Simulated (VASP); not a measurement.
Set up this calculation in VASP 6.6.1, as the native input.

| Property | Result |
| --- | --- |
| Task | single point |
| Functional | PBEsol |
| Potentials or basis | VASP PAW PBE potentials, release 64 (Hf_pv, Si) |
| Cutoff | 520 eV |
| k mesh | 10 × 10 × 10 |
| Occupations | methfessel-paxton, width 0.05 eV |
| Spin | no spin polarisation |
| Dipole correction | no |
| Further INCAR settings | ALGO = Fast; EDIFF = 1e-07; NBANDS = 33 |

The structure of Hf2Si lies in POSCAR:

```
Hf2Si
1.0
   -3.2753522240      3.2753522240      2.5828233930
    3.2753522240     -3.2753522240      2.5828233930
    3.2753522240      3.2753522240     -2.5828233930
Hf Si
4 2
Direct
    0.8435136200      0.6564863800      0.5000000000
    0.3435136200      0.8435136200      0.1870272400
    0.1564863800      0.3435136200      0.5000000000
    0.6564863800      0.1564863800      0.8129727600
    0.7500000000      0.7500000000      0.0000000000
    0.2500000000      0.2500000000      0.0000000000
```

One way to write it, as run:

INCAR

```
ALGO = Fast ; EDIFF = 1E-7
ENCUT = 520 ; GGA = PS
ISIF = 2 ; ISMEAR = 1
LASPH = True ; LCHARG = True
LELF = True ; LREAL = False
LVHAR = True ; LWAVE = False
NBANDS = 33 ; NELM = 80
PREC = Accurate ; SIGMA = 0.05
```

KPOINTS

```
k-points
0
Gamma
  10 10 10
```

Potentials or basis: VASP PAW PBE potentials, release 64 (Hf_pv, Si).

Launch:

```sh
$ cat potpaw_PBE.64/Hf_pv/POTCAR potpaw_PBE.64/Si/POTCAR > POTCAR
$ mpirun -np 1 vasp_std > vasp.out
```

It gave:

* Pressure: -2.6 GPa
* Largest force: 0.036 eV/Å
* Band gap on the k mesh: zero (bands 24 and 25 overlap by 0.79 eV)

Caveat: the PAW data sets were made with another functional, which shifts forces and pressure a little; spin-orbit coupling is left out, which moves the levels of the heavy elements.

It took 12 min on 1 thread of AMD EPYC 7R43 64-Core Processor (Zen 3) (shared host), peak memory 0.42 GiB.
